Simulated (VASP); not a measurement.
# Al3Cu (P4/mmm) in VASP: notebook

The runs below take Al3Cu through single point, with r2SCAN.

Program: VASP 6.6.1. These are calculated values, not measurements. Logs are shortened: lines on timing, memory, paths and dates and some standing lists are left out, and cuts for length are marked.

**1. The cell of the first run**

It takes space group P4/mmm (No. 123, tetragonal). Conventional cell: a = 2.812 Å, b = 2.812 Å, c = 7.388 Å, α = 90.00°, β = 90.00°, γ = 90.00°. Al (site symmetry 4/mmm) has 12 Al at 2.81 to 2.86 Å and 2 Cu at 3.69 Å within 3.7 Å. Within 3.4 Å of Al (site symmetry 4mm) lie 4 Cu at 2.58 Å and 9 Al at 2.81 to 3.29 Å. Cu (site symmetry 4/mmm) has 8 Al at 2.58 Å and 4 Cu at 2.81 Å within 3.4 Å.

**2. Single point, r2SCAN**

POSCAR

```
Al3Cu
1.0
    2.8117825842      0.0000000000      0.0000000000
    0.0000000000      2.8117825842      0.0000000000
    0.0000000000      0.0000000000      7.3880391965
Al Cu
3 1
Direct
    0.0000000000      0.0000000000      0.5000000000
    0.5000000000      0.5000000000      0.2226430006
    0.5000000000      0.5000000000      0.7773569994
    0.0000000000      0.0000000000      0.0000000000
```

INCAR.step1

```
  PREC = Accurate
  ENCUT = 520
  ISMEAR = 0
  SIGMA = 0.15
  LREAL = False
  LASPH = True
  NELM = 60
  NBANDS = 18
  GGA = PE
  ALGO = Normal
  EDIFF = 1E-4
  LWAVE = True
  LCHARG = False
```

INCAR.step2

```
  PREC = Accurate
  ENCUT = 520
  EDIFF = 1E-6
  ISMEAR = 0
  SIGMA = 0.15
  LREAL = False
  LASPH = True
  NELM = 60
  ALGO = Normal
  ISIF = 2
  LWAVE = False
  LCHARG = False
  METAGGA = R2SCAN
  LMIXTAU = True
  NBANDS = 18
  ISTART = 1
```

KPOINTS

```
regular mesh
0
Gamma
  18 18 8
```

Potentials or basis: VASP PAW PBE potentials, release 64 (Al, Cu).

Command:

```sh
$ cat potpaw_PBE.64/Al/POTCAR potpaw_PBE.64/Cu/POTCAR > POTCAR
$ cp INCAR.step1 INCAR
$ mpirun -np 1 vasp_std > vasp.out
$ cp INCAR.step2 INCAR
$ mpirun -np 1 vasp_std > vasp.out
```

OUTCAR:

```text
PREC = Accurate
   ENCUT = 520
   EDIFF = 1E-6
   ISMEAR = 0
   LREAL = False
   LASPH = True
   NELM = 60
   ISIF = 2
   METAGGA = R2SCAN
   ISTART = 1

 ion  position               nearest neighbor table
   1  0.000  0.000  0.500-   2 2.86   3 2.86   2 2.86   3 2.86   2 2.86   3 2.86   2 2.86   3 2.86

   2  0.500  0.500  0.223-   4 2.58   4 2.58   4 2.58   4 2.58   1 2.86   1 2.86   1 2.86   1 2.86
                             3 3.29
   3  0.500  0.500  0.777-   4 2.58   4 2.58   4 2.58   4 2.58   1 2.86   1 2.86   1 2.86   1 2.86
                             2 3.29
   4  0.000  0.000  0.000-   2 2.58   3 2.58   2 2.58   3 2.58   2 2.58   3 2.58   2 2.58   3 2.58

  LATTYP: Found a simple tetragonal cell.
 ALAT       =     2.8117825842
 C/A-ratio  =     2.6275286141

  Lattice vectors:

 A1 = (   2.8117825842,   0.0000000000,   0.0000000000)
 A2 = (   0.0000000000,   2.8117825842,   0.0000000000)
 A3 = (   0.0000000000,   0.0000000000,   7.3880391965)

Analysis of symmetry for initial positions (statically):
=====================================================================
 Subroutine PRICEL returns:
 Original cell was already a primitive cell.

 Routine SETGRP: Setting up the symmetry group for a
 simple tetragonal supercell.

 Subroutine GETGRP returns: Found 16 space group operations
 (whereof 16 operations were pure point group operations)
 out of a pool of 16 trial point group operations.

The static configuration has the point symmetry D_4h.

Analysis of symmetry for dynamics (positions and initial velocities):
=====================================================================
 Subroutine PRICEL returns:
 Original cell was already a primitive cell.

 Routine SETGRP: Setting up the symmetry group for a
 simple tetragonal supercell.

 Subroutine GETGRP returns: Found 16 space group operations
 (whereof 16 operations were pure point group operations)
 out of a pool of 16 trial point group operations.

The dynamic configuration has the point symmetry D_4h.

 Subroutine INISYM returns: Found 16 space group operations
 (whereof 16 operations are pure point group operations),
 and found     1 'primitive' translations

----------------------------------------------------------------------------------------

                                     Primitive cell

  volume of cell :      58.4107

  direct lattice vectors                    reciprocal lattice vectors
[... 93 lines left out ...]
   EDIFFG = 0.1E-04   stopping-criterion for IOM
   NSW    =      0    number of steps for IOM
   IBRION =     -1    ionic relax: 0-MD 1-quasi-New 2-CG
   NFREE  =      0    steps in history (QN), initial steepest desc. (CG)
   ISIF   =      2    stress and relaxation
   ISYM   =      2    0-nonsym 1-usesym 2-fastsym
   POTIM  = 0.5000    time-step for ionic-motion
   TEBEG  =    0.0;   TEEND  =   0.0 temperature during run
   PSTRESS=    0.0 pullay stress
   NELECT =      20.0000    total number of electrons
   NUPDOWN=      -1.0000    fix difference up-down
   EMIN   =  10.00;   EMAX   =-10.00  energy-range for DOS
   EFERMI =   0.00;   METHOD = LEGACY
   ISMEAR =     0;   SIGMA  =   0.15  broadening in eV -4-tet -1-fermi 0-gaus
   EFERMI_NEDOS =   21; number of points for ismear=-14 and -15
   IALGO  =     38    algorithm
   IMIX   =      4    mixing-type and parameters
     AMIX     =   0.40;   BMIX     =  1.00
     AMIX_MAG =   1.60;   BMIX_MAG =  1.00
  volume/ion in A,a.u.               =      14.60        98.54
  Fermi-wavevector in a.u.,A,eV,Ry     =   1.145304  2.164310 17.847037  1.311720
  Thomas-Fermi vector in A             =   2.281992
   LORBIT       =      0    0 simple, 1 ext, 2 COOP (PROOUT), +10 PAW based schemes
   METAGGA = R2SCAN    functional components
   LHFCALC =     F    Hartree Fock is set to
   AEXX    =    0.0000 exact exchange contribution
   IVDW    =     0    specifies the selected vdW correction
   LEPSILON=     F    determine dielectric tensor
   LRPA    =     F    only Hartree local field effects (RPA)
 non-spin polarized calculation
 Gauss-broadening in eV      SIGMA  =   0.15
  energy-cutoff  :      520.00
  volume of cell :       58.41
 maximum number of plane-waves:      1603
 NGX is ok and might be reduce to    24
   NGX = 11   NGY = 11   NGZ = 27

 number of electron      20.0000011 magnetization

 Free energy of the ion-electron system (eV)
  ---------------------------------------------------
  ext. energy  EPLUGINS =         0.00000000
  ---------------------------------------------------
  free energy    TOTEN  =       -31.40327788 eV

  energy without entropy =      -31.38940057  energy(sigma->0) =      -31.39633923

 E-fermi :   8.4953     XC(G=0): -11.6981

 val. band max:        8.4937200361   @ k =   0.3889   0.2222   0.0000
 cond. band min:       8.4994269793   @ k =   0.4444   0.2222   0.5000
 fundamental gap:      0.0057069432
 Fermi energy:         8.4953329973

 k-point     1 :       0.0000    0.0000    0.0000
  band No.  band energies     occupation
      1      -3.4066      2.00000
      2      -0.7036      2.00000
      3      -0.3899      2.00000
      4       3.7933      2.00000
      5       3.9493      2.00000
      6       4.6844      2.00000
[... 481 lines left out ...]
      5       4.0832      2.00000
      6       4.2592      2.00000
[... 10 lines left out ...]
     17      16.8937      0.00000
     18      18.2029      0.00000

 [... further k-points ...]

------------------------ aborting loop because EDIFF is reached ----------------------------------------

  FORCE on cell =-STRESS in cart. coord.  units (eV):
  Direction    XX          YY          ZZ          XY          YZ          ZX
  --------------------------------------------------------------------------------------
  -------------------------------------------------------------------------------------
  Total       -0.7498468     -0.7498468      1.2342229      0.0000000     -0.0000000      0.0000000
  in kB      -20.5679229    -20.5679229     33.8541191      0.0000000     -0.0000000      0.0000000
  external PRESSURE =      -2.4272423 kB  Pullay stress =       0.0000000 kB

 VOLUME and BASIS-vectors are now :
 -----------------------------------------------------------------------------
  energy-cutoff  :      520.00
  volume of cell :       58.41
      direct lattice vectors                 reciprocal lattice vectors
     2.811782584  0.000000000  0.000000000     0.355646274  0.000000000  0.000000000
     0.000000000  2.811782584  0.000000000     0.000000000  0.355646274  0.000000000
     0.000000000  0.000000000  7.388039197     0.000000000  0.000000000  0.135353911

 POSITION                                       TOTAL-FORCE (eV/Angst)
 -----------------------------------------------------------------------------------
      0.00000      0.00000      3.69402         0.000000     -0.000000      0.000000
      1.40589      1.40589      1.64490        -0.000000      0.000000      0.014221
      1.40589      1.40589      5.74314         0.000000     -0.000000     -0.014221
      0.00000      0.00000      0.00000         0.000000     -0.000000      0.000000
 -----------------------------------------------------------------------------------
    total drift:                                0.000000      0.000000     -0.000000

  FREE ENERGIE OF THE ION-ELECTRON SYSTEM (eV)
  ---------------------------------------------------
  free  energy   TOTEN  =       -31.4032778842 eV

  energy  without entropy=      -31.3894005748  energy(sigma->0) =      -31.39633923
```

Run time: 6.3 min. Hardware: 1 thread of Intel Xeon 6975P-C (Granite Rapids), shared host; peak memory 0.38 GiB.

Results:

```yaml
Free_energy: -31.4033 eV
Pressure: -0.2 GPa
Largest_force: 0.014 eV/Å
Band_gap_on_the_k_mesh: zero (band 10 reaches 13.70 eV, above the bottom of band 11 at 6.48 eV)
```

Forces on the atoms (eV/Å):
```
Al   0.000  0.000  0.000
Al   0.000  0.000  0.014
Al   0.000  0.000 -0.014
Cu   0.000  0.000  0.000
```

Caveat: the PAW data sets were made with another functional, which shifts forces and pressure a little.

(Continued in part 2 of 2.)
